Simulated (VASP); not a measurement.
GaH:

```
CELL_PARAMETERS angstrom
0.00000 1.75987 1.75987
1.75987 0.00000 1.75987
1.75987 1.75987 0.00000
ATOMIC_POSITIONS crystal
Ga 0.00000 0.00000 0.00000
H 0.50000 0.50000 0.50000
```

- Program: VASP 6.6.1
- Task: relaxation of cell and atoms
- Functional: PBE
- Potentials or basis: VASP PAW PBE potentials, release 64 (Ga_d, H_h)
- Cutoff: 1230 eV
- k mesh: 10 × 10 × 10
- Occupations: gaussian, width 0.1 eV
- Spin: no spin polarisation

At the start: pressure 200.4 GPa; volume 5.45 Å³/atom.

Task: How do energy, volume and symmetry change on relaxing?

Result: Over 5 steps the energy falls by 1877.0 meV/atom and the volume is 11.61 Å³/atom (+112.9 %); space group Fm-3m (No. 225, to 0.1 Å) before and after.

The path:
```tsv
step	energy change (eV)	largest force (eV/Å)	pressure (GPa)	volume (Å³)
1	0.0000	0.0000	200.44	10.90
2	-3.7327	0.0000	-2.61	25.59
3	-3.7156	0.0000	5.78	20.88
4	-3.7523	0.0000	-0.84	23.84
5	-3.7540	0.0000	0.03	23.21
```

Final structure:
```
Ga H
1.0
     0.00000    2.26413    2.26413
     2.26413    0.00000    2.26413
     2.26413    2.26413    0.00000
Ga H
1 1
Direct
  0.00000 0.00000 0.00000
  0.50000 0.50000 0.50000
```

Caveat: the volume moved by over 15 % at a fixed basis, so the end points are rough.
